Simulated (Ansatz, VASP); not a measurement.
Two plane-wave programs on C

```
C
1.0
     2.45600    0.00000    0.00000
    -1.22800    2.12700    0.00000
     0.00000    0.00000   25.04400
C
8
Direct
  0.66667 0.33334 0.29947
  0.33333 0.66666 0.29947
  0.16667 0.33334 0.43316
  0.83333 0.66666 0.43316
  0.66667 0.33334 0.56684
  0.33333 0.66666 0.56684
  0.16667 0.33334 0.70053
  0.83333 0.66666 0.70053
```

Alike in both runs: task single point; functional PBE; k mesh 12 × 12 × 1; occupations fermi-dirac, width 0.05 eV; no spin polarisation.

|  | VASP | Ansatz |
| --- | --- | --- |
| version | VASP 6.6.1 | Ansatz 0.2.0 |
| potentials or method | VASP PAW PBE potentials, release 64 (C) | Ansatz PAW |
| plane-wave cutoff (eV) | 520 | 420 |
| valence electrons in the cell | 32 | 32 |

|  | VASP | Ansatz | Ansatz less VASP |
| --- | --- | --- | --- |
| gap on the k mesh at the Fermi level (eV) | 0.14 | 0.14 | 0.000 |
| least direct gap on the mesh (eV) | 0.14 | 0.14 | 0.000 |
| rms of the force components (eV/Å) | 0.024 | 0.024 | -0.0002 |

Atom by atom the forces differ by 0.000 eV/Å (rms over components).
